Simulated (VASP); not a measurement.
# GaP (F-43m) in VASP: notebook

GaP is run at these levels: PBE; tasks: single point.

All numbers are computed with VASP 6.6.1; they aren't measurements. Logs are shortened: lines on timing, memory, paths and dates and some standing lists are left out, and cuts for length are marked.

**Measured values to compare with.**

From “Stacking defects in GaP nanowires: Electronic structure and optical properties”, 2018, arxiv:1810.01194, for a bulk crystal of GaP at 10 K: band gap 2.34 eV (indirect).

The results are compared with them further down.

## 1. The cell of the first run

The structure is cubic, space group F-43m (No. 216). The conventional cell has a = 5.451 Å, b = 5.451 Å, c = 5.451 Å, α = 90.00°, β = 90.00°, γ = 90.00°. Ga (site symmetry -43m) has 4 P at 2.36 Å within 3.1 Å. Within 3.1 Å of P (site symmetry -43m) lie 4 Ga at 2.36 Å.

## 2. Single point, PBE

INCAR reads:

```
SYSTEM = GaP
  PREC = Accurate
  ENCUT = 500
  EDIFF = 1E-6
  ISMEAR = 0
  SIGMA = 0.1
  LREAL = .FALSE.
  LASPH = .TRUE.
  NELM = 120
  ALGO = Normal
  ISIF = 2
  LWAVE = .FALSE.
  LCHARG = .TRUE.
  GGA = PE
  LELF = .TRUE.
  LVHAR = .TRUE.
  NBANDS = 16
  GGA_COMPAT = .FALSE.
```

KPOINTS reads:

```
regular mesh
0
G
  6 6 6
  0 0 0
```

POSCAR reads:

```
GaP
1.0
    0.0000000000      2.7252500100      2.7252500100
    2.7252500100      0.0000000000      2.7252500100
    2.7252500100      2.7252500100      0.0000000000
Ga P
1 1
Direct
    0.0000000000      0.0000000000      0.0000000000
    0.7500000000      0.7500000000      0.7500000000
```

Potentials or basis: VASP PAW PBE potentials, release 64 (Ga_d, P).

Command:

```console
> cat potpaw_PBE.64/Ga_d/POTCAR potpaw_PBE.64/P/POTCAR > POTCAR
> mpirun -np 1 vasp_std > vasp.out
```

OUTCAR:

```text
SYSTEM = GaP
   PREC = Accurate
   ENCUT = 500
   EDIFF = 1E-6
   ISMEAR = 0
   LREAL = .FALSE.
   LASPH = .TRUE.
   NELM = 120
   ISIF = 2
   GGA = PE

 ion  position               nearest neighbor table
   1  0.000  0.000  0.000-   2 2.36   2 2.36   2 2.36   2 2.36
   2  0.750  0.750  0.750-   1 2.36   1 2.36   1 2.36   1 2.36

  LATTYP: Found a face centered cubic cell.
 ALAT       =     5.4505000200

  Lattice vectors:

 A1 = (   0.0000000000,   2.7252500100,   2.7252500100)
 A2 = (   2.7252500100,   0.0000000000,   2.7252500100)
 A3 = (   2.7252500100,   2.7252500100,   0.0000000000)

Analysis of symmetry for initial positions (statically):
=====================================================================
 Subroutine PRICEL returns:
 Original cell was already a primitive cell.

 Routine SETGRP: Setting up the symmetry group for a
 face centered cubic supercell.

 Subroutine GETGRP returns: Found 24 space group operations
 (whereof 24 operations were pure point group operations)
 out of a pool of 48 trial point group operations.

The static configuration has the point symmetry T_d .

Analysis of symmetry for dynamics (positions and initial velocities):
=====================================================================
 Subroutine PRICEL returns:
 Original cell was already a primitive cell.

 Routine SETGRP: Setting up the symmetry group for a
 face centered cubic supercell.

 Subroutine GETGRP returns: Found 24 space group operations
 (whereof 24 operations were pure point group operations)
 out of a pool of 48 trial point group operations.

The dynamic configuration has the point symmetry T_d .

 Subroutine INISYM returns: Found 24 space group operations
 (whereof 24 operations are pure point group operations),
 and found     1 'primitive' translations

----------------------------------------------------------------------------------------

                                     Primitive cell

  volume of cell :      40.4808

  direct lattice vectors                    reciprocal lattice vectors
     0.000000000  2.725250010  2.725250010    -0.183469406  0.183469406  0.183469406
     2.725250010  0.000000000  2.725250010     0.183469406 -0.183469406  0.183469406
     2.725250010  2.725250010  0.000000000     0.183469406  0.183469406 -0.183469406

  length of vectors
     3.854085525  3.854085525  3.854085525     0.317778332  0.317778332  0.317778332

[... 70 lines left out ...]
   NELM   =    120;   NELMIN=  2; NELMDL= -5     # of ELM steps
   EDIFF  = 0.1E-05   stopping-criterion for ELM
   LREAL  =      F    real-space projection
   EDIFFG = 0.1E-04   stopping-criterion for IOM
   NSW    =      0    number of steps for IOM
   IBRION =     -1    ionic relax: 0-MD 1-quasi-New 2-CG
   NFREE  =      0    steps in history (QN), initial steepest desc. (CG)
   ISIF   =      2    stress and relaxation
   ISYM   =      2    0-nonsym 1-usesym 2-fastsym
   POTIM  = 0.5000    time-step for ionic-motion
   TEBEG  =    0.0;   TEEND  =   0.0 temperature during run
   PSTRESS=    0.0 pullay stress
   NELECT =      18.0000    total number of electrons
   NUPDOWN=      -1.0000    fix difference up-down
   EMIN   =  10.00;   EMAX   =-10.00  energy-range for DOS
   EFERMI =   0.00;   METHOD = LEGACY
   ISMEAR =     0;   SIGMA  =   0.10  broadening in eV -4-tet -1-fermi 0-gaus
   EFERMI_NEDOS =   21; number of points for ismear=-14 and -15
   IALGO  =     38    algorithm
   IMIX   =      4    mixing-type and parameters
     AMIX     =   0.40;   BMIX     =  1.00
     AMIX_MAG =   1.60;   BMIX_MAG =  1.00
  volume/ion in A,a.u.               =      20.24       136.59
  Fermi-wavevector in a.u.,A,eV,Ry     =   1.249538  2.361284 21.243377  1.561344
  Thomas-Fermi vector in A             =   2.383574
   LORBIT       =      0    0 simple, 1 ext, 2 COOP (PROOUT), +10 PAW based schemes
   GGA     = PE    functional components
   LHFCALC =     F    Hartree Fock is set to
   AEXX    =    0.0000 exact exchange contribution
   IVDW    =     0    specifies the selected vdW correction
   LEPSILON=     F    determine dielectric tensor
   LRPA    =     F    only Hartree local field effects (RPA)
 non-spin polarized calculation
 Gauss-broadening in eV      SIGMA  =   0.10
  energy-cutoff  :      500.00
  volume of cell :       40.48
 maximum number of plane-waves:      1056
   NGX = 13   NGY = 13   NGZ = 13

 number of electron      18.0000016 magnetization

 Free energy of the ion-electron system (eV)
  ---------------------------------------------------
  ext. energy  EPLUGINS =         0.00000000
  ---------------------------------------------------
  free energy    TOTEN  =        -9.10227132 eV

  energy without entropy =       -9.10227132  energy(sigma->0) =       -9.10227132

 E-fermi :   5.0698     XC(G=0):  -9.8301

 val. band max:        4.6587758632   @ k =   0.0000   0.0000   0.0000
 cond. band min:       6.3097569440   @ k =   0.5000   0.5000   0.0000
 fundamental gap:      1.6509810808
 Fermi energy:         5.0697642848

 k-point     1 :       0.0000    0.0000    0.0000
  band No.  band energies     occupation
      1      -9.8992      2.00000
      2      -9.8992      2.00000
      3      -9.8992      2.00000
      4      -9.7997      2.00000
      5      -9.7997      2.00000
      6      -7.8342      2.00000
[... 281 lines left out ...]
      3      -9.8391      2.00000
      4      -9.8202      2.00000
      5      -9.7865      2.00000
      6      -4.7986      2.00000
[... 8 lines left out ...]
     15      16.5627      0.00000
     16      18.2637      0.00000

------------------------ aborting loop because EDIFF is reached ----------------------------------------

  FORCE on cell =-STRESS in cart. coord.  units (eV):
  Direction    XX          YY          ZZ          XY          YZ          ZX
  --------------------------------------------------------------------------------------
  -------------------------------------------------------------------------------------
  Total        0.6157883      0.6157883      0.6157883      0.0000000      0.0000000      0.0000000
  in kB       24.3721028     24.3721028     24.3721028      0.0000000      0.0000000      0.0000000
  external PRESSURE =      24.3721028 kB  Pullay stress =       0.0000000 kB

 VOLUME and BASIS-vectors are now :
 -----------------------------------------------------------------------------
  energy-cutoff  :      500.00
  volume of cell :       40.48
      direct lattice vectors                 reciprocal lattice vectors
     0.000000000  2.725250010  2.725250010    -0.183469406  0.183469406  0.183469406
     2.725250010  0.000000000  2.725250010     0.183469406 -0.183469406  0.183469406
     2.725250010  2.725250010  0.000000000     0.183469406  0.183469406 -0.183469406

 POSITION                                       TOTAL-FORCE (eV/Angst)
 -----------------------------------------------------------------------------------
      0.00000      0.00000      0.00000         0.000000      0.000000      0.000000
      4.08788      4.08788      4.08788        -0.000000     -0.000000     -0.000000
 -----------------------------------------------------------------------------------
    total drift:                               -0.000001     -0.000001     -0.000001

  FREE ENERGIE OF THE ION-ELECTRON SYSTEM (eV)
  ---------------------------------------------------
  free  energy   TOTEN  =        -9.1022713235 eV

  energy  without entropy=       -9.1022713234  energy(sigma->0) =       -9.10227132
```

Wall time 24 s (1 thread of AMD EPYC 7R13, shared host); peak memory 0.12 GiB.

Results:

```
Free energy            : -9.1023 eV
Pressure               : 2.4 GPa
Band gap on the k mesh : 1.65 eV, indirect (least direct gap 1.82 eV)
```

Levels at points of the mesh, in eV from the valence-band top:
```csv
k point,band 7,band 8,band 9,band 10,band 11,band 12
"(0.00, 0.00, 0.00)",0.00,0.00,0.00,1.82,3.89,3.89
"(0.50, 0.00, 0.00)",-6.63,-1.12,-1.12,1.67,4.72,4.72
"(0.50, 0.50, 0.00)",-6.76,-2.68,-2.68,1.65,1.82,10.59
```

## 3. Single point, PBE (volume scaled by 0.88)

INCAR reads:

```
PREC = Accurate
ENCUT = 500
EDIFF = 1E-6
ISMEAR = 0
SIGMA = 0.02
LREAL = F
LASPH = T
NELM = 120
ALGO = Normal
ISIF = 2
LWAVE = F
LCHARG = F
GGA = PE
NBANDS = 16
GGA_COMPAT = F
```

KPOINTS reads:

```
Automatic mesh
0
Gamma
  8 8 8
```

POSCAR reads:

```
GaP
1.0
    0.0000000000      2.6378197146      2.6378197146
    2.6378197146      0.0000000000      2.6378197146
    2.6378197146      2.6378197146      0.0000000000
Ga P
1 1
Direct
    0.0000000000      0.0000000000      0.0000000000
    0.2500000000      0.2500000000      0.2500000000
```

Potentials or basis: VASP PAW PBE potentials, release 64 (Ga_d, P).

Command:

```console
> cat potpaw_PBE.64/Ga_d/POTCAR potpaw_PBE.64/P/POTCAR > POTCAR
> mpirun -np 1 vasp_std > vasp.out
```

Wall time 27 s (1 thread of AMD EPYC 7R13, shared host); peak memory 0.13 GiB.

It converged, with:

* Free energy: -8.9435 eV
* Pressure: 12.9 GPa
* Band gap on the k mesh: 1.43 eV, indirect (least direct gap 2.65 eV)

Levels at points of the mesh, in eV from the valence-band top:
| k point | band 6 | band 7 | band 8 | band 9 | band 10 | band 11 | band 12 | band 13 |
| --- | --- | --- | --- | --- | --- | --- | --- | --- |
| (0.00, 0.00, 0.00) | -13.27 | 0.00 | 0.00 | 0.00 | 2.65 | 3.85 | 3.85 | 3.85 |
| (0.50, 0.00, 0.00) | -10.86 | -7.23 | -1.27 | -1.27 | 1.97 | 4.67 | 4.67 | 8.44 |
| (0.50, 0.50, 0.00) | -9.83 | -7.24 | -3.04 | -3.04 | 1.43 | 1.70 | 11.33 | 11.33 |

 A k mesh can miss the band edges.

## 4. Single point, PBE (volume scaled by 0.91)

INCAR reads:

```
ALGO = Normal
EDIFF = 1E-6
ENCUT = 500
GGA = PE
GGA_COMPAT = False
ISIF = 2
ISMEAR = 0
LASPH = True
LCHARG = True
LELF = True
LREAL = False
LVHAR = True
LWAVE = False
NBANDS = 16
NELM = 120
PREC = Accurate
SIGMA = 0.02
```

KPOINTS reads:

```
k-points
0
Gamma
  8 8 8
```

POSCAR reads:

```
GaP
1.0
    0.0000000000      2.6674606193      2.6674606193
    2.6674606193      0.0000000000      2.6674606193
    2.6674606193      2.6674606193      0.0000000000
Ga P
1 1
Direct
    0.0000000000      0.0000000000      0.0000000000
    0.2500000000      0.2500000000      0.2500000000
```

Command:

```console
> cat potpaw_PBE.64/Ga_d/POTCAR potpaw_PBE.64/P/POTCAR > POTCAR
> mpirun -np 1 vasp_std > vasp.out
```

Run time: 37 s. Hardware: 1 thread of AMD EPYC 7R13, shared host; peak memory 0.13 GiB.

It converged, with:

```yaml
Free_energy: -9.0288 eV
Pressure: 8.9 GPa
Band_gap_on_the_k_mesh: 1.51 eV, indirect (least direct gap 2.37 eV)
```

Levels at points of the mesh, in eV from the valence-band top:
```tsv
k point	band 6	band 7	band 8	band 9	band 10	band 11	band 12	band 13
(0.00, 0.00, 0.00)	-13.00	0.00	0.00	0.00	2.37	3.87	3.87	3.87
(0.50, 0.00, 0.00)	-10.71	-7.02	-1.22	-1.22	1.87	4.70	4.70	8.39
(0.50, 0.50, 0.00)	-9.72	-7.07	-2.91	-2.91	1.51	1.75	11.08	11.08
```

 A k mesh can miss the band edges.

## 5. The runs side by side

| cell | k mesh | smearing | gap on the mesh (eV) | pressure (GPa) |
| --- | --- | --- | --- | --- |
| a = 3.854 Å, angles 60.0°, 2 atoms | 6 × 6 × 6 | gaussian 0.1 eV | 1.65 | 2.4 |
| a = 3.730 Å, angles 60.0°, 2 atoms | 8 × 8 × 8 | gaussian 0.02 eV | 1.43 | 12.9 |
| a = 3.772 Å, angles 60.0°, 2 atoms | 8 × 8 × 8 | gaussian 0.02 eV | 1.51 | 8.9 |

Alike in all rows: task single point; level PBE; potentials or basis VASP PAW PBE potentials, release 64 (Ga_d, P); no spin polarisation; cutoff (eV) 500.

Total energies depend on the potentials used, so only differences within one code and one set of settings carry meaning.

## 6. How close it comes

Step 2. Measured gap of GaP: 2.34 eV (indirect; 10 K; quoted in “Stacking defects in GaP nanowires: Electronic structure and optical properties”, 2018, arxiv:1810.01194). This calculation gives 1.65 eV (-0.69 eV). Spin-orbit coupling on Ga is left out. The value is that of PBE on a finite k mesh, which can miss the band edges, without temperature or zero-point motion. Semilocal functionals fall short of measured gaps as a rule.
